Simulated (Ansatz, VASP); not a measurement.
# PbSe in VASP and in Ansatz

INCAR

```
SYSTEM = PbSe
PREC     = Accurate       ! precision mode
ENCUT    = 520            ! plane-wave cutoff, eV
EDIFF    = 1E-6           ! SCF threshold, eV
ISMEAR   = -1             ! smearing method
SIGMA    = 0.02           ! smearing width, eV
LREAL    = .False.        ! projectors in reciprocal space
LASPH    = .True.         ! aspherical terms in the spheres
NELM     = 60             ! most SCF steps
ALGO     = Normal         ! electronic algorithm
ISIF     = 2              ! what is computed and relaxed
LWAVE    = .False.        ! write WAVECAR
LCHARG   = .False.        ! write CHGCAR
GGA      = PE             ! functional
NBANDS   = 17             ! bands
```

KPOINTS

```
Automatic mesh
0
Gamma
  6 6 6
  0 0 0
```

File POSCAR:

```
PbSe
1.0
    0.0000000000      3.1050000000      3.1050000000
    3.1050000000      0.0000000000      3.1050000000
    3.1050000000      3.1050000000      0.0000000000
Pb Se
1 1
Direct
    0.0000000000      0.0000000000      0.0000000000
    0.5000000000      0.5000000000      0.5000000000
```

Input for Ansatz:

```yaml
crystal:
  lattice:
    - [0, 3.105, 3.105]
    - [3.105, 0, 3.105]
    - [3.105, 3.105, 0]
  atoms:
    - { symbol: Pb, position: [0, 0, 0] }
    - { symbol: Se, position: [0.5, 0.5, 0.5] }
kpoints:
  mp_grid: { grid: [6, 6, 6] }
hamiltonian:
  xc: pbe
  pseudopotentials: { kind: paw, source: ansatz }
scf:
  occupations: { method: fermi_dirac, width: 0.02 }
  convergence: { dr2_threshold: "1e-10 eV" }
  max_iter: 300
output:
  forces: true
  stress: true
  eigenvalues: true
```

Alike in both runs: task single point; functional PBE; k mesh 6 × 6 × 6; occupations fermi-dirac, width 0.02 eV; no spin polarisation.

```csv
,VASP,Ansatz
version,VASP 6.6.1,Ansatz 0.2.0 development build
potentials or method,"VASP PAW PBE potentials, release 64 (Pb_d, Se)",plane waves
plane-wave cutoff (eV),520,580
valence electrons in the cell,20,38
```

|  | VASP | Ansatz | Ansatz less VASP |
| --- | --- | --- | --- |
| gap on the k mesh at the Fermi level (eV) | 0.43 | 0.43 | -0.001 |

VASP's potentials hold 20 valence electrons a cell and Ansatz's 38, so a difference there can come from the potentials and not from the codes.

Neither program's run includes spin-orbit coupling.
